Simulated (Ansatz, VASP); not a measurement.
Ga2O3 in VASP and in Ansatz

Contents of INCAR:

```
SYSTEM = Ga2O3
ALGO     = Normal         ! electronic algorithm
EDIFF    = 1E-7           ! SCF threshold, eV
ENCUT    = 520            ! plane-wave cutoff, eV
GGA      = PE             ! functional
ISIF     = 2              ! what is computed and relaxed
ISMEAR   = 0              ! smearing method
LASPH    = .TRUE.         ! aspherical terms in the spheres
LCHARG   = .FALSE.        ! write CHGCAR
LREAL    = .FALSE.        ! projectors in reciprocal space
LWAVE    = .FALSE.        ! write WAVECAR
NBANDS   = 55             ! bands
NELM     = 60             ! most SCF steps
PREC     = Accurate       ! precision mode
SIGMA    = 0.05           ! smearing width, eV
```

Contents of KPOINTS:

```
k-points
0
G
  6 6 6
  0 0 0
```

The input POSCAR:

```
Ga2O3
1.0
    2.5287245564      1.4599598033      4.5410352127
   -2.5287245564      1.4599598033      4.5410352127
    0.0000000000     -2.9199196066      4.5410352127
Ga O
4 6
Direct
    0.3836747536      0.3551351551      0.3446889370
    0.1719372458      0.1433976473      0.1329514292
    0.6719372458      0.6433976473      0.6329514292
    0.8836747536      0.8551351551      0.8446889370
    0.5531733332      0.9468266668      0.2500000000
    0.2500000000      0.5531733332      0.9468266668
    0.9468266668      0.2500000000      0.5531733332
    0.4468266668      0.0531733332      0.7500000000
    0.7500000000      0.4468266668      0.0531733332
    0.0531733332      0.7500000000      0.4468266668
```

Input for Ansatz:

```yaml
crystal:
  lattice:
    - [2.5287245564, 1.4599598033, 4.5410352127]
    - [-2.5287245564, 1.4599598033, 4.5410352127]
    - [0.0, -2.9199196066, 4.5410352127]
  atoms:
    - { symbol: Ga, position: [0.3836747536, 0.3551351551, 0.344688937] }
    - { symbol: Ga, position: [0.1719372458, 0.1433976473, 0.1329514292] }
    - { symbol: Ga, position: [0.6719372458, 0.6433976473, 0.6329514292] }
    - { symbol: Ga, position: [0.8836747536, 0.8551351551, 0.844688937] }
    - { symbol: O, position: [0.5531733332, 0.9468266668, 0.25] }
    - { symbol: O, position: [0.25, 0.5531733332, 0.9468266668] }
    - { symbol: O, position: [0.9468266668, 0.25, 0.5531733332] }
    - { symbol: O, position: [0.4468266668, 0.0531733332, 0.75] }
    - { symbol: O, position: [0.75, 0.4468266668, 0.0531733332] }
    - { symbol: O, position: [0.0531733332, 0.75, 0.4468266668] }
basis:
  ecutwfc: 420
kpoints:
  mp_grid: { grid: [6, 6, 6] }
hamiltonian:
  xc: pbe
scf:
  occupations: { method: gaussian, width: 0.05 }
output:
  forces: true
  stress: true
  eigenvalues: true
```

Change from the starting cell: all Ga atoms moved +0.125 Å, as atom 1 along Cartesian [1 1 1].

Alike in both runs: task single point; functional PBE; k mesh 6 × 6 × 6; occupations gaussian, width 0.05 eV; no spin polarisation.

```csv
,VASP,Ansatz
version,VASP 6.6.1,Ansatz 0.2.0
potentials or method,"VASP PAW PBE potentials, release 64 (Ga_d, O), cutoff 520 eV","scalar-relativistic, plane waves, PAW"
valence electrons in the cell,88,88
```

|  | VASP | Ansatz | Ansatz less VASP |
| --- | --- | --- | --- |
| gap on the k mesh at the Fermi level (eV) | 2.36 | 2.37 | +0.008 |
| least direct gap on the mesh (eV) | 2.55 | 2.56 | +0.007 |
| pressure (GPa) | 2.6 | 1.8 | -0.87 |
| traceless stress, the component that is largest in VASP (GPa) | 1.03 | 1.05 | +0.022 |
| rms of the force components (eV/Å) | 0.540 | 0.535 | -0.0054 |

Atom by atom the forces differ by 0.010 eV/Å (rms over components). With one functional, cell and mesh, what is left measures potentials, basis and numerics.
